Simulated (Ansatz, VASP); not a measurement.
One calculation of BiCl, two programs

```
Bi Cl
1.0
     1.66026    0.95855    8.11925
    -1.66026    0.95855    8.11925
     0.00000   -1.91711    8.11925
Bi Cl
2 2
Direct
  0.21683 0.21683 0.21683
  0.78317 0.78317 0.78317
  0.38830 0.38830 0.38830
  0.61170 0.61170 0.61170
```

Alike in both runs: task relaxation of cell and atoms; functional LDA; k mesh 9 × 9 × 9; occupations gaussian, width 0.1 eV; no spin polarisation.

|  | VASP | Ansatz |
| --- | --- | --- |
| version | VASP 6.6.1 | Ansatz 0.2.0 |
| potentials or method | VASP PAW LDA potentials, release 64 (Bi_d, Cl), cutoff 600 eV | scalar-relativistic, plane waves, PAW |
| valence electrons in the cell | 44 | 44 |

|  | VASP | Ansatz | Ansatz less VASP |
| --- | --- | --- | --- |
| gap on the k mesh at the Fermi level, each at its own relaxed structure (eV) | none | none | - |
| relaxed volume (Å³/atom) | 26.41 | 26.31 | -0.107 |
| relaxed length of the cell vector where the two differ most in proportion (Å) | 9.689 | 9.601 | -0.0882 |

LDA's correlation is that of Perdew and Zunger in VASP and of Perdew and Wang (1992) in Ansatz. A gap of «none» marks a metal or a gap that the smearing closes.

Spin-orbit coupling is off throughout. Noted on VASP's run: the volume moved by over 15 % at a fixed basis, so the end points are rough.
